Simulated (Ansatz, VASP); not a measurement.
**Ru: VASP beside Ansatz**

```
CELL_PARAMETERS angstrom
2.68968 0.00000 0.00000
-1.34484 2.32934 0.00000
0.00000 0.00000 4.25238
ATOMIC_POSITIONS crystal
Ru 0.35336 0.70672 0.25000
Ru 0.64664 0.29328 0.75000
```

Change from the starting cell: mode 4 frozen in at +0.000 Å and mode 5 at +0.093 Å (largest displacements).

Alike in both runs: task single point; functional PBEsol; k mesh 18 × 18 × 10; occupations gaussian, width 0.15 eV; no spin polarisation.

```csv
,VASP,Ansatz
version,VASP 6.6.1,Ansatz 0.2.0
potentials or method,"VASP PAW PBE potentials, release 64 (Ru_pv), cutoff 520 eV","scalar-relativistic, plane waves, PAW"
valence electrons in the cell,28,32
```

Ansatz gave:

| Property | Result |
| --- | --- |
| gap on the k mesh at the Fermi level (eV) | none |
| pressure (GPa) | 1.9 |
| traceless stress, the component that is largest in VASP (GPa) | -4.28 |
| rms of the force components (eV/Å) | 0.747 |

**Question.** Estimate VASP's values.

**Answer.** gap on the k mesh at the Fermi level (eV): none; pressure (GPa): 1.8; traceless stress, the component that is largest in VASP (GPa): -4.31; rms of the force components (eV/Å): 0.748.

VASP's potentials were made for PBE, not for PBEsol, and Ansatz warns of the same on its side. Atom by atom the forces differ by 0.000 eV/Å (rms over components). A gap of «none» marks a metal or a gap that the smearing closes. VASP's potentials hold 28 valence electrons a cell and Ansatz's 32, so a difference there can come from the potentials and not from the codes.
